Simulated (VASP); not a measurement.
A run of VASP 6.6.1 is set up as follows.

INCAR

```
SYSTEM = WS2
PREC     = Accurate       ! precision mode
ENCUT    = 520            ! plane-wave cutoff, eV
EDIFF    = 1E-6           ! SCF threshold, eV
ISMEAR   = 0              ! smearing method
SIGMA    = 0.05           ! smearing width, eV
LREAL    = .FALSE.        ! projectors in reciprocal space
LASPH    = .TRUE.         ! aspherical terms in the spheres
NELM     = 60             ! most SCF steps
ALGO     = Normal         ! electronic algorithm
ISIF     = 2              ! what is computed and relaxed
LWAVE    = .FALSE.        ! write WAVECAR
LCHARG   = .FALSE.        ! write CHGCAR
GGA      = PS             ! functional
IVDW     = 12             ! dispersion correction
NBANDS   = 20             ! bands
```

File KPOINTS:

```
Automatic mesh
0
G
  12 12 2
  0 0 0
```

The input POSCAR:

```
WS2
1.0
    3.0243405374      0.0000000000      0.0000000000
   -1.5121702687      2.6191557351      0.0000000000
    0.0000000000      0.0000000000     17.3743423372
W S
1 2
Direct
    0.3333333333      0.6666666667      0.0000000000
    0.6666666667      0.3333333333      0.9079994900
    0.6666666667      0.3333333333      0.0920005100
```

Potentials or basis: VASP PAW PBE potentials, release 64 (W_sv, S).

Run with:

```sh
$ cat potpaw_PBE.64/W_sv/POTCAR potpaw_PBE.64/S/POTCAR > POTCAR
$ mpirun -np 1 vasp_std > vasp.out
```

Task: Estimate the band gap on the k mesh.

Result: 1.83 eV, indirect (least direct gap 2.55 eV).

Task: What does it give for the largest force?

Result: 0.288 eV/Å.

Forces in eV/Å, atoms in the order of the input:
```
W    0.000  0.000  0.000
S    0.000  0.000 -0.288
S    0.000  0.000  0.288
```

Caveat: the cell differs from its parent crystal (strain -0.050 along x and y, +0.025 along z); the PAW data sets were made with another functional, which shifts forces and pressure a little; spin-orbit coupling is left out, which moves the levels of the heavy elements.
